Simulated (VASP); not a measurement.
# InCl3 (P6_3/mmc) in VASP: single point with LDA

Aim: the single point of InCl3 with LDA.

Everything below comes from runs of VASP 6.6.1. Logs are shortened: lines on timing, memory, paths and dates and some standing lists are left out, and cuts for length are marked.

### 1 The cell of the first run

The structure is hexagonal, space group P6_3/mmc (No. 194). The conventional cell has a = 9.589 Å, b = 9.589 Å, c = 3.411 Å, α = 90.00°, β = 90.00°, γ = 120.00°. In (site symmetry -6m2) has 6 Cl at 2.56 Å within 3.4 Å. Cl (site symmetry mm2) has 2 In at 2.56 Å and 2 Cl at 3.31 Å within 3.4 Å.

### 2 Single point, LDA

INCAR

```
ALGO = Normal
EDIFF = 1E-6
ENCUT = 520
GGA = CA
ISIF = 2
ISMEAR = 0
LASPH = T
LCHARG = F
LREAL = F
LWAVE = F
NBANDS = 44
NELM = 80
PREC = Accurate
SIGMA = 0.1
```

KPOINTS

```
k-points
0
Gamma
  3 3 6
```

POSCAR

```
InCl3
1.0
    9.5886843364      0.0000000000      0.0000000000
   -4.7943421682      8.3040442242      0.0000000000
    0.0000000000      0.0000000000      3.4114467418
In Cl
2 6
Direct
    0.6666666700      0.3333333300      0.2500000000
    0.3333333300      0.6666666700      0.7500000000
    0.7818374900      0.2181625100      0.7500000000
    0.4363250200      0.2181625100      0.7500000000
    0.7818374900      0.5636749800      0.7500000000
    0.2181625100      0.7818374900      0.2500000000
    0.5636749800      0.7818374900      0.2500000000
    0.2181625100      0.4363250200      0.2500000000
```

Potentials or basis: VASP PAW LDA potentials, release 64 (In_d, Cl).

Launch:

```bash
$ cat potpaw_LDA.64/In_d/POTCAR potpaw_LDA.64/Cl/POTCAR > POTCAR
$ mpirun -np 1 vasp_std > vasp.out
```

OUTCAR:

```text
EDIFF = 1E-6
   ENCUT = 520
   GGA = CA
   ISIF = 2
   ISMEAR = 0
   LASPH = T
   LREAL = F
   NELM = 80
   PREC = Accurate

 ion  position               nearest neighbor table
   1  0.667  0.333  0.250-   3 2.56   3 2.56   4 2.56   4 2.56   5 2.56   5 2.56
   2  0.333  0.667  0.750-   6 2.56   6 2.56   7 2.56   7 2.56   8 2.56   8 2.56
   3  0.782  0.218  0.750-   1 2.56   1 2.56
   4  0.436  0.218  0.750-   1 2.56   1 2.56
   5  0.782  0.564  0.750-   1 2.56   1 2.56
   6  0.218  0.782  0.250-   2 2.56   2 2.56
   7  0.564  0.782  0.250-   2 2.56   2 2.56
   8  0.218  0.436  0.250-   2 2.56   2 2.56

  LATTYP: Found a hexagonal cell.
 ALAT       =     9.5886843364
 C/A-ratio  =     0.3557783969

  Lattice vectors:

 A1 = (   9.5886843364,   0.0000000000,   0.0000000000)
 A2 = (  -4.7943421682,   8.3040442242,   0.0000000000)
 A3 = (   0.0000000000,   0.0000000000,   3.4114467418)

Analysis of symmetry for initial positions (statically):
=====================================================================
 Subroutine PRICEL returns:
 Original cell was already a primitive cell.

 Routine SETGRP: Setting up the symmetry group for a
 hexagonal supercell.

 Subroutine GETGRP returns: Found 24 space group operations
 (whereof 12 operations were pure point group operations)
 out of a pool of 24 trial point group operations.

The static configuration has the point symmetry D_3d.
 The point group associated with its full space group is D_6h.

Analysis of symmetry for dynamics (positions and initial velocities):
=====================================================================
 Subroutine PRICEL returns:
 Original cell was already a primitive cell.

 Routine SETGRP: Setting up the symmetry group for a
 hexagonal supercell.

 Subroutine GETGRP returns: Found 24 space group operations
 (whereof 12 operations were pure point group operations)
 out of a pool of 24 trial point group operations.

The dynamic configuration has the point symmetry D_3d.
 The point group associated with its full space group is D_6h.

 Subroutine INISYM returns: Found 24 space group operations
 (whereof 12 operations are pure point group operations),
 and found     1 'primitive' translations

----------------------------------------------------------------------------------------

                                     Primitive cell

  volume of cell :     271.6360

  direct lattice vectors                    reciprocal lattice vectors
     9.588684336  0.000000000  0.000000000     0.104289594  0.060211625  0.000000000
    -4.794342168  8.304044224  0.000000000     0.000000000  0.120423251  0.000000000
     0.000000000  0.000000000  3.411446742     0.000000000  0.000000000  0.293130767

  length of vectors
     9.588684336  9.588684336  3.411446742     0.120423251  0.120423251  0.293130767

  position of ions in fractional coordinates (direct lattice)
     0.666666670  0.333333330  0.250000000
     0.333333330  0.666666670  0.750000000
     0.781837490  0.218162510  0.750000000
     0.436325020  0.218162510  0.750000000
     0.781837490  0.563674980  0.750000000
     0.218162510  0.781837490  0.250000000
     0.563674980  0.781837490  0.250000000
     0.218162510  0.436325020  0.250000000

  ion indices of the primitive-cell ions
   primitive index   ion index
                 1           1
                 2           2
                 3           3
                 4           4
                 5           5
                 6           6
                 7           7
                 8           8

----------------------------------------------------------------------------------------

 KPOINTS: k-points

Automatic generation of k-mesh.
 Grid dimensions read from file:
 generate k-points for:    3    3    6

 Generating k-lattice:

  Cartesian coordinates                     Fractional coordinates (reciprocal lattice)
     0.034763198  0.020070542  0.000000000     0.333333333  0.000000000  0.000000000
     0.000000000  0.040141084  0.000000000     0.000000000  0.333333333  0.000000000
     0.000000000  0.000000000  0.048855128     0.000000000  0.000000000  0.166666667

  Length of vectors
     0.040141084  0.040141084  0.048855128

  Shift w.r.t. Gamma in fractional coordinates (k-lattice)
     0.000000000  0.000000000  0.000000000

 Subroutine IBZKPT returns following result:
 ===========================================

 Found     12 irreducible k-points:

 Following reciprocal coordinates:
            Coordinates               Weight
  0.000000  0.000000  0.000000      1.000000
  0.333333  0.000000  0.000000      6.000000
  0.333333  0.333333  0.000000      2.000000
  0.000000  0.000000  0.166667      2.000000
  0.333333  0.000000  0.166667     12.000000
  0.333333  0.333333  0.166667      4.000000
  0.000000  0.000000  0.333333      2.000000
  0.333333  0.000000  0.333333     12.000000
  0.333333  0.333333  0.333333      4.000000
  0.000000  0.000000  0.500000      1.000000
  0.333333  0.000000  0.500000      6.000000
  0.333333  0.333333  0.500000      2.000000
   k-points           NKPTS =     12   k-points in BZ     NKDIM =     12   number of bands    NBANDS=     44
   number of dos      NEDOS =    301   number of ions     NIONS =      8
   total plane-waves  NPLWV = 145152
   dimension x,y,z NGX =    72 NGY =   72 NGZ =   28
   dimension x,y,z NGXF=   144 NGYF=  144 NGZF=   56
   ions per type =               2   6
   NGX,Y,Z   is equivalent  to a cutoff of  12.48, 12.48, 13.64 a.u.
   NGXF,Y,Z  is equivalent  to a cutoff of  24.97, 24.97, 27.29 a.u.
 SYSTEM =  unknown system
   PREC   = accura    normal or accurate (medium, high low for compatibility)
   ISTART =      0    job   : 0-new  1-cont  2-samecut
   ICHARG =      2    charge: 1-file 2-atom 10-const
   ISPIN  =      1    spin polarized calculation?
   LNONCOLLINEAR =      F non collinear calculations
   LSORBIT =      F    spin-orbit coupling
   LASPH  =      T    aspherical Exc in radial PAW
   ENCUT  =  520.0 eV  38.22 Ry    6.18 a.u.  17.83 17.83  6.34*2*pi/ulx,y,z
   NELM   =     80;   NELMIN=  2; NELMDL= -5     # of ELM steps
   EDIFF  = 0.1E-05   stopping-criterion for ELM
   LREAL  =      F    real-space projection
   EDIFFG = 0.1E-04   stopping-criterion for IOM
   NSW    =      0    number of steps for IOM
   IBRION =     -1    ionic relax: 0-MD 1-quasi-New 2-CG
   NFREE  =      0    steps in history (QN), initial steepest desc. (CG)
   ISIF   =      2    stress and relaxation
   ISYM   =      2    0-nonsym 1-usesym 2-fastsym
   POTIM  = 0.5000    time-step for ionic-motion
   TEBEG  =    0.0;   TEEND  =   0.0 temperature during run
   PSTRESS=    0.0 pullay stress
   NELECT =      68.0000    total number of electrons
   NUPDOWN=      -1.0000    fix difference up-down
   EMIN   =  10.00;   EMAX   =-10.00  energy-range for DOS
   EFERMI =   0.00;   METHOD = LEGACY
   ISMEAR =     0;   SIGMA  =   0.10  broadening in eV -4-tet -1-fermi 0-gaus
   EFERMI_NEDOS =   21; number of points for ismear=-14 and -15
   IALGO  =     38    algorithm
   IMIX   =      4    mixing-type and parameters
     AMIX     =   0.40;   BMIX     =  1.00
     AMIX_MAG =   1.60;   BMIX_MAG =  1.00
  volume/ion in A,a.u.               =      33.95       229.14
  Fermi-wavevector in a.u.,A,eV,Ry     =   1.031768  1.949759 14.484016  1.064545
  Thomas-Fermi vector in A             =   2.165932
   LORBIT       =      0    0 simple, 1 ext, 2 COOP (PROOUT), +10 PAW based schemes
   GGA     = CA    functional components
   LHFCALC =     F    Hartree Fock is set to
   AEXX    =    0.0000 exact exchange contribution
   IVDW    =     0    specifies the selected vdW correction
   LEPSILON=     F    determine dielectric tensor
   LRPA    =     F    only Hartree local field effects (RPA)
 non-spin polarized calculation
 Gauss-broadening in eV      SIGMA  =   0.10
  energy-cutoff  :      520.00
  volume of cell :      271.64
 maximum number of plane-waves:      7344
 NGX is ok and might be reduce to    72
   NGX = 35   NGY = 35   NGZ = 13

 number of electron      67.9999982 magnetization

 Free energy of the ion-electron system (eV)
  ---------------------------------------------------
  ext. energy  EPLUGINS =         0.00000000
  ---------------------------------------------------
  free energy    TOTEN  =       -27.54639478 eV

  energy without entropy =      -27.54639478  energy(sigma->0) =      -27.54639478

 E-fermi :  -0.7888     XC(G=0):  -7.5453

 val. band max:       -1.2964650028   @ k =   0.0000   0.0000   0.3333
 cond. band min:       1.5966993151   @ k =   0.0000   0.0000   0.5000
 fundamental gap:      2.8931643179
 Fermi energy:        -0.7888456833

 k-point     1 :       0.0000    0.0000    0.0000
  band No.  band energies     occupation
      1     -15.3662      2.00000
      2     -15.2799      2.00000
      3     -14.9072      2.00000
      4     -14.9072      2.00000
      5     -14.8718      2.00000
      6     -14.8718      2.00000
[... 36 lines left out ...]
     43       8.0499      0.00000
     44       8.3719      0.00000

 k-point     2 :       0.3333    0.0000    0.0000
  band No.  band energies     occupation
      1     -15.3484      2.00000
      2     -15.2987      2.00000
      3     -14.9148      2.00000
      4     -14.9059      2.00000
      5     -14.8733      2.00000
      6     -14.8639      2.00000
[... 36 lines left out ...]
     43       7.6886      0.00000
     44       8.1298      0.00000

 k-point     3 :       0.3333    0.3333    0.0000
  band No.  band energies     occupation
      1     -15.3237      2.00000
      2     -15.3237      2.00000
      3     -14.9227      2.00000
      4     -14.8888      2.00000
      5     -14.8888      2.00000
      6     -14.8575      2.00000
[... 36 lines left out ...]
     43       6.9158      0.00000
     44       8.1918      0.00000

 k-point     4 :       0.0000    0.0000    0.1667
  band No.  band energies     occupation
      1     -15.1974      2.00000
      2     -15.1172      2.00000
      3     -14.9908      2.00000
      4     -14.9908      2.00000
      5     -14.9658      2.00000
      6     -14.9658      2.00000
[... 36 lines left out ...]
     43       7.4052      0.00000
     44       8.2487      0.00000

 k-point     5 :       0.3333    0.0000    0.1667
  band No.  band energies     occupation
      1     -15.1812      2.00000
      2     -15.1352      2.00000
      3     -14.9964      2.00000
      4     -14.9908      2.00000
      5     -14.9659      2.00000
      6     -14.9586      2.00000
[... 36 lines left out ...]
     43       7.0662      0.00000
     44       7.5225      0.00000

 k-point     6 :       0.3333    0.3333    0.1667
  band No.  band energies     occupation
      1     -15.1586      2.00000
      2     -15.1586      2.00000
      3     -15.0035      2.00000
      4     -14.9769      2.00000
      5     -14.9769      2.00000
      6     -14.9537      2.00000
[... 36 lines left out ...]
     43       6.7846      0.00000
     44       7.3387      0.00000

 k-point     7 :       0.0000    0.0000    0.3333
  band No.  band energies     occupation
      1     -15.1377      2.00000
      2     -15.1377      2.00000
      3     -15.1274      2.00000
      4     -15.1274      2.00000
      5     -14.8082      2.00000
      6     -14.7524      2.00000
[... 36 lines left out ...]
     43       6.9450      0.00000
     44       8.3861      0.00000

 k-point     8 :       0.3333    0.0000    0.3333
  band No.  band energies     occupation
      1     -15.1414      2.00000
      2     -15.1384      2.00000
      3     -15.1267      2.00000
      4     -15.1242      2.00000
      5     -14.7961      2.00000
      6     -14.7639      2.00000
[... 36 lines left out ...]
     43       7.3187      0.00000
     44       7.6967      0.00000

 k-point     9 :       0.3333    0.3333    0.3333
  band No.  band energies     occupation
      1     -15.1443      2.00000
      2     -15.1328      2.00000
      3     -15.1328      2.00000
      4     -15.1211      2.00000
      5     -14.7798      2.00000
      6     -14.7798      2.00000
[... 36 lines left out ...]
     43       7.2495      0.00000
     44       7.9069      0.00000

 k-point    10 :       0.0000    0.0000    0.5000
  band No.  band energies     occupation
      1     -15.2005      2.00000
      2     -15.2005      2.00000
      3     -15.2005      2.00000
      4     -15.2005      2.00000
      5     -14.5520      2.00000
      6     -14.5520      2.00000
[... 36 lines left out ...]
     43       8.2786      0.00000
     44       8.2786      0.00000

 k-point    11 :       0.3333    0.0000    0.5000
  band No.  band energies     occupation
      1     -15.2005      2.00000
      2     -15.2005      2.00000
      3     -15.2005      2.00000
      4     -15.2005      2.00000
      5     -14.5519      2.00000
      6     -14.5519      2.00000
[... 36 lines left out ...]
     43       8.0675      0.00000
     44       8.0675      0.00000

 k-point    12 :       0.3333    0.3333    0.5000
  band No.  band energies     occupation
      1     -15.2006      2.00000
      2     -15.2006      2.00000
      3     -15.2005      2.00000
      4     -15.2005      2.00000
      5     -14.5518      2.00000
      6     -14.5518      2.00000
[... 36 lines left out ...]
     43       8.2336      0.00000
     44       8.2486      0.00000

------------------------ aborting loop because EDIFF is reached ----------------------------------------

  FORCE on cell =-STRESS in cart. coord.  units (eV):
  Direction    XX          YY          ZZ          XY          YZ          ZX
  --------------------------------------------------------------------------------------
  -------------------------------------------------------------------------------------
  Total       -2.6061078     -2.6061078     -3.9737435      0.0000000      0.0000000      0.0000000
  in kB      -15.3714800    -15.3714800    -23.4381400      0.0000000      0.0000000      0.0000000
  external PRESSURE =     -18.0603667 kB  Pullay stress =       0.0000000 kB

 VOLUME and BASIS-vectors are now :
 -----------------------------------------------------------------------------
  energy-cutoff  :      520.00
  volume of cell :      271.64
      direct lattice vectors                 reciprocal lattice vectors
     9.588684336  0.000000000  0.000000000     0.104289594  0.060211625  0.000000000
    -4.794342168  8.304044224  0.000000000     0.000000000  0.120423251  0.000000000
     0.000000000  0.000000000  3.411446742     0.000000000  0.000000000  0.293130767

 POSITION                                       TOTAL-FORCE (eV/Angst)
 -----------------------------------------------------------------------------------
      4.79434      2.76801      0.85286        -0.000000     -0.000000      0.000000
     -0.00000      5.53603      2.55859        -0.000000     -0.000000      0.000000
      6.45085      1.81163      2.55859        -0.239635      0.138353     -0.000000
      3.13784      1.81163      2.55859         0.239635      0.138353      0.000000
      4.79434      4.68078      2.55859        -0.000000     -0.276706      0.000000
     -1.65651      6.49241      0.85286         0.239635     -0.138353      0.000000
      1.65651      6.49241      0.85286        -0.239635     -0.138353     -0.000000
      0.00000      3.62326      0.85286        -0.000000      0.276706     -0.000000
 -----------------------------------------------------------------------------------
    total drift:                               -0.000030      0.000018     -0.000000

  FREE ENERGIE OF THE ION-ELECTRON SYSTEM (eV)
  ---------------------------------------------------
  free  energy   TOTEN  =       -27.5463947839 eV

  energy  without entropy=      -27.5463947839  energy(sigma->0) =      -27.54639478
```

Run time: 3 min. Hardware: 1 thread of AMD EPYC 7R13 (Zen 3), shared host; peak memory 0.32 GiB.

Results:

```yaml
Free_energy: -27.5464 eV
Pressure: -1.8 GPa
Largest_force: 0.277 eV/Å
Band_gap_on_the_k_mesh: 2.89 eV, indirect (least direct gap 3.04 eV)
```

Forces in eV/Å, atoms in the order of the input:
```
In   0.000  0.000  0.000
In   0.000  0.000  0.000
Cl  -0.240  0.138  0.000
Cl   0.240  0.138  0.000
Cl   0.000 -0.277  0.000
Cl   0.240 -0.138  0.000
Cl  -0.240 -0.138  0.000
Cl   0.000  0.277  0.000
```

Stress tensor (GPa, compression positive):
```
-1.54  0.00  0.00
 0.00 -1.54  0.00
 0.00  0.00 -2.34
```

Caveat: spin-orbit coupling is left out, which moves the levels of the heavy elements. A k mesh can miss the band edges.
